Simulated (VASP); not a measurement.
Input of a VASP 6.6.1 run:

File INCAR:

```
ALGO = Normal
EDIFF = 1E-6
ENCUT = 600
GGA = PS
GGA_COMPAT = F
ISIF = 2
ISMEAR = -1
LASPH = T
LCHARG = F
LREAL = F
LWAVE = F
NBANDS = 18
NELM = 120
PREC = Accurate
SIGMA = 0.005
```

File KPOINTS:

```
k-points
0
Gamma
  8 8 8
```

Contents of POSCAR:

```
HfO2
1.0
    0.0000000000      2.5575000000      2.5575000000
    2.5575000000      0.0000000000      2.5575000000
    2.5575000000      2.5575000000      0.0000000000
Hf O
1 2
Direct
    0.0000000000      0.0000000000      0.0000000000
    0.7500000000      0.7500000000      0.7500000000
    0.2500000000      0.2500000000      0.2500000000
```

Potentials or basis: VASP PAW PBE potentials, release 64 (Hf_pv, O).

Run with:

```bash
$ cat potpaw_PBE.64/Hf_pv/POTCAR potpaw_PBE.64/O/POTCAR > POTCAR
$ mpirun -np 1 vasp_std > vasp.out
```

Estimate the pressure.

-13.7 GPa.

What does it give for the band gap on the k mesh?

3.60 eV.

Caveat: the cell stands under tension; the PAW data sets were made with another functional, which shifts forces and pressure a little; spin-orbit coupling is left out, which moves the levels of the heavy elements. A k mesh can miss the band edges.
